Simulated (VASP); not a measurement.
# TiSi16 (a cell with a defect) in VASP: single point with PBE

Aim: the single point of TiSi16 (a cell with a defect) with PBE.

Program: VASP 6.6.1. These are calculated values, not measurements. Logs are shortened: lines on timing, memory, paths and dates and some standing lists are left out, and cuts for length are marked.

## Step 1: The cell of the first run

The cell holds a defect, 17 atoms: a = 7.679 Å, b = 7.679 Å, c = 7.679 Å, α = 60.00°, β = 60.00°, γ = 60.00°.

## Step 2: Single point, PBE

Contents of INCAR:

```
PREC = Accurate
ENCUT = 520
EDIFF = 1E-7
ISMEAR = 0
SIGMA = 0.02
LREAL = Auto
LASPH = True
NELM = 80
ALGO = Normal
ISIF = 2
LWAVE = False
LCHARG = False
GGA = PE
NBANDS = 52
```

Contents of KPOINTS:

```
Automatic mesh
0
Gamma
  2 2 2
```

Contents of POSCAR:

```
TiSi16
1.0
    0.0000000000      5.4300000000      5.4300000000
    5.4300000000      0.0000000000      5.4300000000
    5.4300000000      5.4300000000      0.0000000000
Si Ti
16 1
Direct
    0.0003720994      0.0143787293     -0.0144247698
    0.1124517495      0.1265430939      0.1345436464
   -0.0307492634      0.0126131676      0.5056070902
    0.1141906077      0.1569977901      0.6150955801
    0.0003825046      0.4997559853     -0.0144539595
    0.1438008287      0.6430223757      0.0702260589
    0.0185612339      0.5176533149      0.4461862799
    0.1142164825      0.6137820442      0.6150610497
    0.4838144567     -0.0167568140      0.0497930939
    0.6272019337      0.1265164825      0.1344501842
    0.5133573665      0.0125448435      0.5054616022
    0.6090081952      0.1085461326      0.6739951197
    0.5152088398      0.4997182320     -0.0145740331
    0.6272094843      0.6119325046      0.1344137201
    0.5133685083      0.4687265193      0.5054187845
    0.6578134438      0.6136709024      0.6148848987
    0.3147464088      0.8141097606      0.5571038674
```

Potentials or basis: VASP PAW PBE potentials, release 64 (Si, Ti_sv).

Started as:

```bash
$ cat potpaw_PBE.64/Si/POTCAR potpaw_PBE.64/Ti_sv/POTCAR > POTCAR
$ mpirun -np 1 vasp_std > vasp.out
```

OUTCAR:

```text
PREC = Accurate
   ENCUT = 520
   EDIFF = 1E-7
   ISMEAR = 0
   LREAL = Auto
   LASPH = True
   NELM = 80
   ISIF = 2
   GGA = PE

 ion  position               nearest neighbor table
   1  0.000  0.014  0.986-   4 2.33   6 2.34  10 2.35   2 2.35
   2  0.112  0.127  0.135-   3 2.33   9 2.34   1 2.35   5 2.35
   3  0.969  0.013  0.506-  12 2.28   2 2.33  17 2.43   4 2.51   8 2.51
   4  0.114  0.157  0.615-   7 2.28   1 2.33  17 2.44   3 2.51  11 2.51
   5  0.000  0.500  0.986-   8 2.33   6 2.34  14 2.35   2 2.35
   6  0.144  0.643  0.070-   1 2.34   5 2.34  13 2.34   7 2.36
   7  0.019  0.518  0.446-   8 2.28   4 2.28  16 2.28   6 2.36
   8  0.114  0.614  0.615-   7 2.28   5 2.33  17 2.44   3 2.51  15 2.51
   9  0.484  0.983  0.050-  14 2.34  10 2.34   2 2.34  12 2.36
  10  0.627  0.127  0.134-  11 2.33   9 2.34   1 2.35  13 2.35
  11  0.513  0.013  0.505-  12 2.28  10 2.33  17 2.43  16 2.51   4 2.51
  12  0.609  0.109  0.674-  11 2.28  15 2.28   3 2.28   9 2.36
  13  0.515  0.500  0.985-  16 2.33   6 2.34  14 2.35  10 2.35
  14  0.627  0.612  0.134-  15 2.33   9 2.34   5 2.35  13 2.35
  15  0.513  0.469  0.505-  12 2.28  14 2.33  17 2.43  16 2.51   8 2.51
  16  0.658  0.614  0.615-   7 2.28  13 2.33  17 2.44  15 2.51  11 2.51
  17  0.315  0.814  0.557-  15 2.43  11 2.43   3 2.43   8 2.44   4 2.44  16 2.44

  LATTYP: Found a face centered cubic cell.
 ALAT       =    10.8600000000

  Lattice vectors:

 A1 = (   0.0000000000,   5.4300000000,   5.4300000000)
 A2 = (   5.4300000000,   0.0000000000,   5.4300000000)
 A3 = (   5.4300000000,   5.4300000000,   0.0000000000)

Analysis of symmetry for initial positions (statically):
=====================================================================
 Subroutine PRICEL returns:
 Original cell was already a primitive cell.

 Routine SETGRP: Setting up the symmetry group for a
 face centered cubic supercell.

 Subroutine GETGRP returns: Found  1 space group operations
 (whereof  1 operations were pure point group operations)
 out of a pool of 48 trial point group operations.

The static configuration has the point symmetry C_1 .

Analysis of symmetry for dynamics (positions and initial velocities):
=====================================================================
 Subroutine PRICEL returns:
 Original cell was already a primitive cell.

 Routine SETGRP: Setting up the symmetry group for a
 face centered cubic supercell.

 Subroutine GETGRP returns: Found  1 space group operations
 (whereof  1 operations were pure point group operations)
 out of a pool of 48 trial point group operations.

The dynamic configuration has the point symmetry C_1 .

 Subroutine INISYM returns: Found  1 space group operations
 (whereof  1 operations are pure point group operations),
 and found     1 'primitive' translations

----------------------------------------------------------------------------------------

                                     Primitive cell

  volume of cell :     320.2060

  direct lattice vectors                    reciprocal lattice vectors
     0.000000000  5.430000000  5.430000000    -0.092081031  0.092081031  0.092081031
     5.430000000  0.000000000  5.430000000     0.092081031 -0.092081031  0.092081031
     5.430000000  5.430000000  0.000000000     0.092081031  0.092081031 -0.092081031

  length of vectors
     7.679179644  7.679179644  7.679179644     0.159489025  0.159489025  0.159489025

  position of ions in fractional coordinates (direct lattice)
     0.000372099  0.014378729  0.985575230
     0.112451750  0.126543094  0.134543646
     0.969250737  0.012613168  0.505607090
     0.114190608  0.156997790  0.615095580
     0.000382505  0.499755985  0.985546040
     0.143800829  0.643022376  0.070226059
[... 9 lines left out ...]
     0.657813444  0.613670902  0.614884899
     0.314746409  0.814109761  0.557103867

  ion indices of the primitive-cell ions
   primitive index   ion index
                 1           1
                 2           2
                 3           3
                 4           4
                 5           5
                 6           6
[... 9 lines left out ...]
                16          16
                17          17

----------------------------------------------------------------------------------------

 KPOINTS: Automatic mesh

Automatic generation of k-mesh.
 Grid dimensions read from file:
 generate k-points for:    2    2    2

 Generating k-lattice:

  Cartesian coordinates                     Fractional coordinates (reciprocal lattice)
    -0.046040516  0.046040516  0.046040516     0.500000000  0.000000000  0.000000000
     0.046040516 -0.046040516  0.046040516     0.000000000  0.500000000  0.000000000
     0.046040516  0.046040516 -0.046040516     0.000000000  0.000000000  0.500000000

  Length of vectors
     0.079744512  0.079744512  0.079744512

  Shift w.r.t. Gamma in fractional coordinates (k-lattice)
     0.000000000  0.000000000  0.000000000

 Subroutine IBZKPT returns following result:
 ===========================================

 Found      8 irreducible k-points:

 Following reciprocal coordinates:
            Coordinates               Weight
  0.000000  0.000000  0.000000      1.000000
  0.500000  0.000000  0.000000      1.000000
  0.000000  0.500000  0.000000      1.000000
  0.000000  0.000000  0.500000      1.000000
  0.500000  0.500000  0.500000      1.000000
  0.500000  0.500000  0.000000      1.000000
  0.000000  0.500000  0.500000      1.000000
  0.500000  0.000000  0.500000      1.000000
   k-points           NKPTS =      8   k-points in BZ     NKDIM =      8   number of bands    NBANDS=     52
   number of dos      NEDOS =    301   number of ions     NIONS =     17
   total plane-waves  NPLWV = 216000
   dimension x,y,z NGX =    60 NGY =   60 NGZ =   60
   dimension x,y,z NGXF=   120 NGYF=  120 NGZF=  120
   ions per type =              16   1
   NGX,Y,Z   is equivalent  to a cutoff of  12.99, 12.99, 12.99 a.u.
   NGXF,Y,Z  is equivalent  to a cutoff of  25.98, 25.98, 25.98 a.u.
 SYSTEM =  unknown system
   PREC   = accura    normal or accurate (medium, high low for compatibility)
   ISTART =      0    job   : 0-new  1-cont  2-samecut
   ICHARG =      2    charge: 1-file 2-atom 10-const
   ISPIN  =      1    spin polarized calculation?
   LNONCOLLINEAR =      F non collinear calculations
   LSORBIT =      F    spin-orbit coupling
   LASPH  =      T    aspherical Exc in radial PAW
   ENCUT  =  520.0 eV  38.22 Ry    6.18 a.u.  14.28 14.28 14.28*2*pi/ulx,y,z
   NELM   =     80;   NELMIN=  2; NELMDL= -5     # of ELM steps
   EDIFF  = 0.1E-06   stopping-criterion for ELM
   LREAL  =      T    real-space projection
   EDIFFG = 0.1E-05   stopping-criterion for IOM
   NSW    =      0    number of steps for IOM
   IBRION =     -1    ionic relax: 0-MD 1-quasi-New 2-CG
   NFREE  =      0    steps in history (QN), initial steepest desc. (CG)
   ISIF   =      2    stress and relaxation
   ISYM   =      2    0-nonsym 1-usesym 2-fastsym
   POTIM  = 0.5000    time-step for ionic-motion
   TEBEG  =    0.0;   TEEND  =   0.0 temperature during run
   PSTRESS=    0.0 pullay stress
   NELECT =      76.0000    total number of electrons
   NUPDOWN=      -1.0000    fix difference up-down
   EMIN   =  10.00;   EMAX   =-10.00  energy-range for DOS
   EFERMI =   0.00;   METHOD = LEGACY
   ISMEAR =     0;   SIGMA  =   0.02  broadening in eV -4-tet -1-fermi 0-gaus
   EFERMI_NEDOS =   21; number of points for ismear=-14 and -15
   IALGO  =     38    algorithm
   IMIX   =      4    mixing-type and parameters
     AMIX     =   0.40;   BMIX     =  1.00
     AMIX_MAG =   1.60;   BMIX_MAG =  1.00
  volume/ion in A,a.u.               =      18.84       127.11
  Fermi-wavevector in a.u.,A,eV,Ry     =   1.013607  1.915439 13.978610  1.027399
  Thomas-Fermi vector in A             =   2.146786
   LORBIT       =      0    0 simple, 1 ext, 2 COOP (PROOUT), +10 PAW based schemes
   GGA     = PE    functional components
   LHFCALC =     F    Hartree Fock is set to
   AEXX    =    0.0000 exact exchange contribution
   IVDW    =     0    specifies the selected vdW correction
   LEPSILON=     F    determine dielectric tensor
   LRPA    =     F    only Hartree local field effects (RPA)
 non-spin polarized calculation
 Gauss-broadening in eV      SIGMA  =   0.02
  energy-cutoff  :      520.00
  volume of cell :      320.21
 maximum number of plane-waves:      8646
 NGX is ok and might be reduce to    60
   NGX = 29   NGY = 29   NGZ = 29

 number of electron      76.0000001 magnetization

 Free energy of the ion-electron system (eV)
  ---------------------------------------------------
  ext. energy  EPLUGINS =         0.00000000
  ---------------------------------------------------
  free energy    TOTEN  =       -90.49362798 eV

  energy without entropy =      -90.48667250  energy(sigma->0) =      -90.49015024

 E-fermi :   6.9032     XC(G=0):  -9.7547

 val. band max:        6.8522894356   @ k =   0.0000   0.0000   0.0000
 cond. band min:       6.9031925039   @ k =   0.5000   0.0000   0.5000
 fundamental gap:      0.0509030683
 Fermi energy:         6.9031524728

 k-point     1 :       0.0000    0.0000    0.0000
  band No.  band energies     occupation
      1     -49.9351      2.00000
      2     -26.4009      2.00000
      3     -26.2548      2.00000
      4     -26.2537      2.00000
      5      -5.6552      2.00000
      6      -3.4415      2.00000
[... 42 lines left out ...]
     49       8.5080      0.00000
     50       8.9218      0.00000

 k-point     2 :       0.5000    0.0000    0.0000
  band No.  band energies     occupation
      1     -49.9351      2.00000
      2     -26.4009      2.00000
      3     -26.2548      2.00000
      4     -26.2537      2.00000
      5      -4.8571      2.00000
      6      -4.8221      2.00000
[... 310 lines left out ...]
 k-point     8 :       0.5000    0.0000    0.5000
  band No.  band energies     occupation
      1     -49.9351      2.00000
      2     -26.4009      2.00000
      3     -26.2548      2.00000
      4     -26.2537      2.00000
      5      -4.5706      2.00000
      6      -4.5510      2.00000
[... 42 lines left out ...]
     49       9.9770      0.00000
     50      10.4784      0.00000
 [bands above 50 left out]

------------------------ aborting loop because EDIFF is reached ----------------------------------------

  FORCE on cell =-STRESS in cart. coord.  units (eV):
  Direction    XX          YY          ZZ          XY          YZ          ZX
  --------------------------------------------------------------------------------------
  -------------------------------------------------------------------------------------
  Total       11.5395144     11.5407370     11.5409925     -1.7451481      1.7443833      1.7701948
  in kB       57.7389165     57.7450339     57.7463127     -8.7319931      8.7281665      8.8573166
  external PRESSURE =      57.7434210 kB  Pullay stress =       0.0000000 kB

 VOLUME and BASIS-vectors are now :
 -----------------------------------------------------------------------------
  energy-cutoff  :      520.00
  volume of cell :      320.21
      direct lattice vectors                 reciprocal lattice vectors
     0.000000000  5.430000000  5.430000000    -0.092081031  0.092081031  0.092081031
     5.430000000  0.000000000  5.430000000     0.092081031 -0.092081031  0.092081031
     5.430000000  5.430000000  0.000000000     0.092081031  0.092081031 -0.092081031

 POSITION                                       TOTAL-FORCE (eV/Angst)
 -----------------------------------------------------------------------------------
      5.42975      5.35369      0.08010        -0.000182      0.018922     -0.018063
      1.41770      1.34118      1.29774         0.010441      0.012939     -0.009861
      2.81394      8.00848      5.33152        -0.002887     -0.002455      0.002744
      4.19247      3.96002      1.47255        -0.017363     -0.024858      0.032126
      8.06519      5.35359      2.71575         0.017942      0.018939     -0.000070
      3.87294      1.16217      4.27245         0.001120      0.001425     -0.001285
[... 9 lines left out ...]
      6.67106      6.91075      6.90416        -0.028093     -0.015242      0.028765
      7.44569      4.73415      6.12969        -0.033907     -0.028980      0.033573
 -----------------------------------------------------------------------------------
    total drift:                                0.007235      0.005619     -0.006999

  FREE ENERGIE OF THE ION-ELECTRON SYSTEM (eV)
  ---------------------------------------------------
  free  energy   TOTEN  =       -90.4936279770 eV

  energy  without entropy=      -90.4866725013  energy(sigma->0) =      -90.49015024
```

It took 8.5 min on 1 thread of AMD EPYC 7R43 (Zen 3), shared host; peak memory 0.45 GiB.

What came out:

```yaml
Free_energy: -90.4936 eV
Pressure: 5.8 GPa
Largest_force: 0.056 eV/Å
Band_gap_on_the_k_mesh: zero (bands 38 and 39 overlap by 0.19 eV)
```

Forces on the atoms (eV/Å):
```
Si   0.000  0.019 -0.018
Si   0.010  0.013 -0.010
Si  -0.003 -0.002  0.003
Si  -0.017 -0.025  0.032
Si   0.018  0.019  0.000
Si   0.001  0.001 -0.001
Si   0.030  0.028 -0.030
Si  -0.032 -0.025  0.017
Si   0.009  0.007 -0.009
Si   0.011  0.010 -0.013
Si   0.000 -0.005 -0.001
Si   0.002  0.001 -0.002
Si   0.018 -0.001 -0.018
Si   0.013  0.010 -0.011
Si   0.001 -0.006  0.000
Si  -0.028 -0.015  0.029
Ti  -0.034 -0.029  0.034
```

Levels at points of the mesh, in eV from the Fermi level:
```tsv
k point	band 35	band 36	band 37	band 38	band 39	band 40
(0.00, 0.00, 0.00)	-1.26	-0.80	-0.25	-0.25	-0.18	-0.18
(0.50, 0.00, 0.00)	-1.46	-1.07	-0.78	0.01	0.37	0.62
(0.00, 0.50, 0.00)	-1.45	-1.07	-0.79	0.01	0.37	0.62
(0.00, 0.00, 0.50)	-1.35	-1.35	-0.26	-0.26	0.26	0.42
(0.50, 0.50, 0.50)	-1.46	-1.07	-0.79	0.01	0.37	0.62
(0.50, 0.50, 0.00)	-1.79	-1.58	-0.21	0.00	0.26	0.53
(0.00, 0.50, 0.50)	-1.79	-1.58	-0.21	0.00	0.26	0.53
(0.50, 0.00, 0.50)	-1.79	-1.58	-0.21	0.00	0.26	0.53
```

Caveat: the k points lie up to 0.50 Å⁻¹ apart.

The gap in the log of VASP goes by the Fermi energy; the results here count the filled bands.